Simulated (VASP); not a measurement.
# TiC (I4mm) in VASP: further runs

TiC is run at these levels: PBE; tasks: single point.

Everything below comes from runs of VASP 6.6.1. Logs are shortened: lines on timing, memory, paths and dates and some standing lists are left out, and cuts for length are marked.

### Step 1. The cell of the first run

It takes space group I4mm (No. 107, tetragonal). Conventional cell: a = 3.060 Å, b = 3.060 Å, c = 4.328 Å, α = 90.00°, β = 90.00°, γ = 90.00°. Ti (site symmetry 4mm) has 6 C at 2.06 to 2.26 Å within 2.7 Å. C (site symmetry 4mm) has 6 Ti at 2.06 to 2.26 Å within 2.7 Å.

### Step 2. Single point, PBE

Contents of INCAR:

```
SYSTEM = TiC
ALGO     = Normal         ! electronic algorithm
EDIFF    = 1E-6           ! SCF threshold, eV
ENCUT    = 520            ! plane-wave cutoff, eV
GGA      = PE             ! functional
ISIF     = 2              ! what is computed and relaxed
ISMEAR   = 0              ! smearing method
LASPH    = .TRUE.         ! aspherical terms in the spheres
LCHARG   = .FALSE.        ! write CHGCAR
LREAL    = .FALSE.        ! projectors in reciprocal space
LWAVE    = .FALSE.        ! write WAVECAR
NBANDS   = 15             ! bands
NELM     = 60             ! most SCF steps
PREC     = Accurate       ! precision mode
SIGMA    = 0.15           ! smearing width, eV
```

Contents of KPOINTS:

```
k-points
0
G
  18 18 18
  0 0 0
```

Contents of POSCAR:

```
TiC
1.0
    0.0000000000      2.1640000000      2.1640000000
    2.1640000000      0.0000000000      2.1640000000
    2.1640000000      2.1640000000      0.0000000000
Ti C
1 1
Direct
    0.0231053604      0.0231053604     -0.0231053604
    0.5000000000      0.5000000000      0.5000000000
```

Potentials or basis: VASP PAW PBE potentials, release 64 (Ti_sv, C).

The run is started by

```console
$ cat potpaw_PBE.64/Ti_sv/POTCAR potpaw_PBE.64/C/POTCAR > POTCAR
$ mpirun -np 1 vasp_std > vasp.out
```

OUTCAR:

```text
SYSTEM = TiC
   EDIFF = 1E-6
   ENCUT = 520
   GGA = PE
   ISIF = 2
   ISMEAR = 0
   LASPH = .TRUE.
   LREAL = .FALSE.
   NELM = 60
   PREC = Accurate

 ion  position               nearest neighbor table
   1  0.023  0.023  0.977-   2 2.06   2 2.17   2 2.17   2 2.17   2 2.17   2 2.26
   2  0.500  0.500  0.500-   1 2.06   1 2.17   1 2.17   1 2.17   1 2.17   1 2.26

  LATTYP: Found a face centered cubic cell.
 ALAT       =     4.3280000000

  Lattice vectors:

 A1 = (   0.0000000000,   2.1640000000,   2.1640000000)
 A2 = (   2.1640000000,   0.0000000000,   2.1640000000)
 A3 = (   2.1640000000,   2.1640000000,   0.0000000000)

Analysis of symmetry for initial positions (statically):
=====================================================================
 Subroutine PRICEL returns:
 Original cell was already a primitive cell.

 Routine SETGRP: Setting up the symmetry group for a
 face centered cubic supercell.

 Subroutine GETGRP returns: Found  8 space group operations
 (whereof  8 operations were pure point group operations)
 out of a pool of 48 trial point group operations.

The static configuration has the point symmetry C_4v.

Analysis of symmetry for dynamics (positions and initial velocities):
=====================================================================
 Subroutine PRICEL returns:
 Original cell was already a primitive cell.

 Routine SETGRP: Setting up the symmetry group for a
 face centered cubic supercell.

 Subroutine GETGRP returns: Found  8 space group operations
 (whereof  8 operations were pure point group operations)
 out of a pool of 48 trial point group operations.

The dynamic configuration has the point symmetry C_4v.

 Subroutine INISYM returns: Found  8 space group operations
 (whereof  8 operations are pure point group operations),
 and found     1 'primitive' translations

----------------------------------------------------------------------------------------

                                     Primitive cell

  volume of cell :      20.2676

  direct lattice vectors                    reciprocal lattice vectors
     0.000000000  2.164000000  2.164000000    -0.231053604  0.231053604  0.231053604
     2.164000000  0.000000000  2.164000000     0.231053604 -0.231053604  0.231053604
     2.164000000  2.164000000  0.000000000     0.231053604  0.231053604 -0.231053604

  length of vectors
     3.060358149  3.060358149  3.060358149     0.400196582  0.400196582  0.400196582

  position of ions in fractional coordinates (direct lattice)
[... 90 lines left out ...]
   NELECT =      16.0000    total number of electrons
   NUPDOWN=      -1.0000    fix difference up-down
   EMIN   =  10.00;   EMAX   =-10.00  energy-range for DOS
   EFERMI =   0.00;   METHOD = LEGACY
   ISMEAR =     0;   SIGMA  =   0.15  broadening in eV -4-tet -1-fermi 0-gaus
   EFERMI_NEDOS =   21; number of points for ismear=-14 and -15
   IALGO  =     38    algorithm
   IMIX   =      4    mixing-type and parameters
     AMIX     =   0.40;   BMIX     =  1.00
     AMIX_MAG =   1.60;   BMIX_MAG =  1.00
  volume/ion in A,a.u.               =      10.13        68.39
  Fermi-wavevector in a.u.,A,eV,Ry     =   1.513030  2.859212 31.147275  2.289260
  Thomas-Fermi vector in A             =   2.622876
   LORBIT       =      0    0 simple, 1 ext, 2 COOP (PROOUT), +10 PAW based schemes
   GGA     = PE    functional components
   LHFCALC =     F    Hartree Fock is set to
   AEXX    =    0.0000 exact exchange contribution
   IVDW    =     0    specifies the selected vdW correction
   LEPSILON=     F    determine dielectric tensor
   LRPA    =     F    only Hartree local field effects (RPA)
 non-spin polarized calculation
 Gauss-broadening in eV      SIGMA  =   0.15
  energy-cutoff  :      520.00
  volume of cell :       20.27
 maximum number of plane-waves:       568
   NGX = 11   NGY = 11   NGZ = 11

 number of electron      16.0000000 magnetization

 Free energy of the ion-electron system (eV)
  ---------------------------------------------------
  ext. energy  EPLUGINS =         0.00000000
  ---------------------------------------------------
  free energy    TOTEN  =       -18.66421959 eV

  energy without entropy =      -18.66120111  energy(sigma->0) =      -18.66271035

 E-fermi :   9.4817     XC(G=0): -12.7048

 val. band max:        9.4621656929   @ k =   0.1111   0.0000   0.0000
 cond. band min:       9.4927836122   @ k =   0.0000   0.3333   0.2778
 fundamental gap:      0.0306179193
 Fermi energy:         9.4817262160

 k-point     1 :       0.0000    0.0000    0.0000
  band No.  band energies     occupation
      1     -47.1390      2.00000
      2     -23.1650      2.00000
      3     -23.1650      2.00000
      4     -23.1608      2.00000
      5      -2.9587      2.00000
      6       9.8435      0.00065
      7       9.8435      0.00065
      8      10.1350      0.00000
      9      10.3011      0.00000
     10      11.1596      0.00000
     11      11.4419      0.00000
     12      11.4419      0.00000
     13      12.0618      0.00000
     14      19.9118      0.00000
[... 401 lines left out ...]
      2     -23.5853      2.00000
      3     -23.2137      2.00000
      4     -23.2084      2.00000
      5      -0.3796      2.00000
      6       4.7512      2.00000
      7       6.7829      2.00000
      8       7.0159      2.00000
      9      11.7277      0.00000
     10      12.1139      0.00000
     11      13.0299      0.00000
     12      16.4745      0.00000
     13      17.0270      0.00000
     14      19.1688      0.00000
     15      24.9922      0.00000

 [... further k-points ...]

------------------------ aborting loop because EDIFF is reached ----------------------------------------

  FORCE on cell =-STRESS in cart. coord.  units (eV):
  Direction    XX          YY          ZZ          XY          YZ          ZX
  --------------------------------------------------------------------------------------
  -------------------------------------------------------------------------------------
  Total        0.1673844      0.1673844      0.5208300      0.0000000      0.0000000     -0.0000000
  in kB       13.2319456     13.2319456     41.1722720      0.0000000      0.0000000     -0.0000000
  external PRESSURE =      22.5453877 kB  Pullay stress =       0.0000000 kB

 VOLUME and BASIS-vectors are now :
 -----------------------------------------------------------------------------
  energy-cutoff  :      520.00
  volume of cell :       20.27
      direct lattice vectors                 reciprocal lattice vectors
     0.000000000  2.164000000  2.164000000    -0.231053604  0.231053604  0.231053604
     2.164000000  0.000000000  2.164000000     0.231053604 -0.231053604  0.231053604
     2.164000000  2.164000000  0.000000000     0.231053604  0.231053604 -0.231053604

 POSITION                                       TOTAL-FORCE (eV/Angst)
 -----------------------------------------------------------------------------------
      2.16400      2.16400      0.10000         0.000000      0.000000     -0.913866
      2.16400      2.16400      2.16400         0.000000      0.000000      0.913866
 -----------------------------------------------------------------------------------
    total drift:                               -0.000000     -0.000000     -0.000088

  FREE ENERGIE OF THE ION-ELECTRON SYSTEM (eV)
  ---------------------------------------------------
  free  energy   TOTEN  =       -18.6642195915 eV

  energy  without entropy=      -18.6612011082  energy(sigma->0) =      -18.66271035
```

It took 2.7 min on 1 thread of Intel Xeon 8259CL, shared host; peak memory 0.26 GiB.

What came out:

| Property | Result |
| --- | --- |
| Free energy | -18.6642 eV |
| Pressure | 2.3 GPa |
| Largest force | 0.914 eV/Å |
| Band gap on the k mesh | zero (bands 8 and 9 overlap by 1.14 eV) |

Forces in eV/Å, atoms in the order of the input:
```
Ti   0.000  0.000 -0.914
C    0.000  0.000  0.914
```

Caveat: the cell differs from its parent crystal (all Ti atoms moved -0.100 Å, as atom 1 towards its neighbour atom 2 (C) at 2.164 Å).

### Step 3. Single point, PBE

Contents of INCAR:

```
ALGO = Normal ; EDIFF = 1E-6
ENCUT = 520 ; GGA = PE
ISIF = 2 ; ISMEAR = 0
LASPH = T ; LCHARG = F
LREAL = F ; LWAVE = F
NBANDS = 15 ; NELM = 60
PREC = Accurate ; SIGMA = 0.15
```

Contents of KPOINTS:

```
k-points
0
Gamma
  18 18 18
```

POSCAR: that of step 2 with these lines changed.

```diff
@@ -8,3 +8,3 @@
 Direct
-    0.0231053604      0.0231053604     -0.0231053604
+   -0.0115526802     -0.0115526802      0.0115526802
     0.5000000000      0.5000000000      0.5000000000
```

Potentials or basis: VASP PAW PBE potentials, release 64 (Ti_sv, C).

The run is started by

```console
$ cat potpaw_PBE.64/Ti_sv/POTCAR potpaw_PBE.64/C/POTCAR > POTCAR
$ mpirun -np 1 vasp_std > vasp.out
```

Run time: 2.5 min. Hardware: 1 thread of Intel Xeon 8259CL, shared host; peak memory 0.26 GiB.

The run converged. Its results:

* Free energy: -18.6989 eV
* Pressure: 1.4 GPa
* Largest force: 0.469 eV/Å
* Band gap on the k mesh: zero (bands 8 and 9 overlap by 1.11 eV)

Forces in eV/Å, atoms in the order of the input:
```
Ti   0.000  0.000  0.469
C    0.000  0.000 -0.469
```

Stress tensor (GPa, compression positive):
```
1.13 0.00 0.00
0.00 1.13 0.00
0.00 0.00 1.82
```

Levels at points of the mesh, in eV from the Fermi level:
| k point | band 4 | band 5 | band 6 | band 7 | band 8 | band 9 | band 10 | band 11 | band 12 | band 13 |
| --- | --- | --- | --- | --- | --- | --- | --- | --- | --- | --- |
| (0.00, 0.00, 0.00) | -32.62 | -12.42 | 0.59 | 0.59 | 0.68 | 1.25 | 1.70 | 1.76 | 1.76 | 2.14 |
| (0.50, 0.00, 0.00) | -32.67 | -8.94 | -5.86 | -2.91 | -2.91 | 2.90 | 2.91 | 4.09 | 7.86 | 8.14 |
| (0.50, 0.50, 0.00) | -32.79 | -10.14 | -3.44 | -1.64 | -0.05 | -0.05 | 2.70 | 3.51 | 3.51 | 5.78 |
| (0.00, 0.50, 0.50) | -32.79 | -10.13 | -3.45 | -1.71 | -0.07 | 0.03 | 2.73 | 3.51 | 3.51 | 5.80 |

Caveat: the cell differs from its parent crystal (all Ti atoms moved +0.050 Å, as atom 1 towards its neighbour atom 2 (C) at 2.164 Å).

### Step 4. Single point, PBE

Contents of INCAR:

```
PREC = Accurate
ENCUT = 520
EDIFF = 1E-6
ISMEAR = 0
SIGMA = 0.15
LREAL = False
LASPH = True
NELM = 80
ALGO = Normal
ISIF = 2
LWAVE = False
LCHARG = False
GGA = PE
NBANDS = 15
```

Contents of KPOINTS:

```
regular mesh
0
Gamma
  18 18 18
```

POSCAR: that of step 3 with these lines changed.

```diff
@@ -8,3 +8,3 @@
 Direct
-   -0.0115526802     -0.0115526802      0.0115526802
+   -0.0173290203     -0.0173290203      0.0173290203
     0.5000000000      0.5000000000      0.5000000000
```

The run is started by

```console
$ cat potpaw_PBE.64/Ti_sv/POTCAR potpaw_PBE.64/C/POTCAR > POTCAR
$ mpirun -np 1 vasp_std > vasp.out
```

It took 2.9 min on 1 thread of Intel Xeon 8259CL, shared host; peak memory 0.26 GiB.

The run converged. Its results:

| Property | Result |
| --- | --- |
| Free energy | -18.6843 eV |
| Pressure | 1.7 GPa |
| Largest force | 0.695 eV/Å |
| Band gap on the k mesh | zero (bands 8 and 9 overlap by 1.12 eV) |

Forces on the atoms (eV/Å):
```
Ti   0.000  0.000  0.695
C    0.000  0.000 -0.695
```

Stress tensor (GPa, compression positive):
```
1.22 0.00 0.00
0.00 1.22 0.00
0.00 0.00 2.77
```

Levels at points of the mesh, in eV from the Fermi level:
```tsv
k point	band 5	band 6	band 7	band 8	band 9	band 10	band 11	band 12
(0.00, 0.00, 0.00)	-12.43	0.49	0.49	0.67	1.04	1.69	1.85	1.85
(0.50, 0.00, 0.00)	-8.95	-5.87	-2.92	-2.91	2.89	2.90	4.09	7.69
(0.50, 0.50, 0.00)	-10.14	-3.44	-1.65	-0.06	-0.06	2.69	3.50	3.50
(0.00, 0.50, 0.50)	-10.14	-3.46	-1.80	-0.10	0.11	2.75	3.50	3.50
```

Caveat: the cell differs from its parent crystal (all Ti atoms moved +0.075 Å, as atom 1 towards its neighbour atom 2 (C) at 2.164 Å).

### Step 5. Single point, PBE

Contents of INCAR:

```
SYSTEM = TiC
  PREC = Accurate
  ENCUT = 520
  EDIFF = 1E-7
  ISMEAR = 0
  SIGMA = 0.15
  LREAL = .FALSE.
  LASPH = .TRUE.
  NELM = 60
  ALGO = Normal
  ISIF = 2
  LWAVE = .FALSE.
  LCHARG = .FALSE.
  GGA = PE
  NBANDS = 15
```

Contents of KPOINTS:

```
regular mesh
0
G
  18 18 18
  0 0 0
```

POSCAR: that of step 4 with these lines changed.

```diff
@@ -8,3 +8,3 @@
 Direct
-   -0.0173290203     -0.0173290203      0.0173290203
+   -0.0057763401     -0.0057763401      0.0057763401
     0.5000000000      0.5000000000      0.5000000000
```

The run is started by

```console
$ cat potpaw_PBE.64/Ti_sv/POTCAR potpaw_PBE.64/C/POTCAR > POTCAR
$ mpirun -np 1 vasp_std > vasp.out
```

It took 3.2 min on 1 thread of Intel Xeon 8259CL, shared host; peak memory 0.26 GiB.

It converged, with:

* Free energy: -18.7077 eV
* Pressure: 1.2 GPa
* Largest force: 0.235 eV/Å
* Band gap on the k mesh: zero (bands 8 and 9 overlap by 1.10 eV)

Forces on the atoms (eV/Å):
```
Ti   0.000  0.000  0.235
C    0.000  0.000 -0.235
```

Stress tensor (GPa, compression positive):
```
1.10 0.00 0.00
0.00 1.10 0.00
0.00 0.00 1.28
```

Levels at points of the mesh, in eV from the Fermi level:
```csv
k point,band 5,band 6,band 7,band 8,band 9,band 10,band 11,band 12
"(0.00, 0.00, 0.00)",-12.42,0.66,0.66,0.68,1.47,1.70,1.70,1.71
"(0.50, 0.00, 0.00)",-8.93,-5.86,-2.91,-2.91,2.91,2.92,4.10,8.03
"(0.50, 0.50, 0.00)",-10.13,-3.44,-1.63,-0.04,-0.04,2.71,3.52,3.52
"(0.00, 0.50, 0.50)",-10.13,-3.44,-1.65,-0.05,-0.02,2.71,3.52,3.52
```

Caveat: the cell differs from its parent crystal (all Ti atoms moved +0.025 Å, as atom 1 towards its neighbour atom 2 (C) at 2.164 Å).

### Step 6. The runs side by side

| cell | gap on the mesh (eV) | pressure (GPa) | largest force (eV/Å) |
| --- | --- | --- | --- |
| as given, atomic positions A | none | 2.3 | 0.91 |
| as given, atomic positions B | none | 1.4 | 0.47 |
| as given, atomic positions C | none | 1.7 | 0.70 |
| as given, atomic positions D | none | 1.2 | 0.24 |

Alike in all rows: task single point; level PBE; potentials or basis VASP PAW PBE potentials, release 64 (Ti_sv, C); no spin polarisation; k mesh 18 × 18 × 18; cutoff (eV) 520; smearing gaussian 0.15 eV.

Absolute energies hang on the potentials; compare differences alone.

The gap in the log of VASP goes by the Fermi energy; the results here count the filled bands.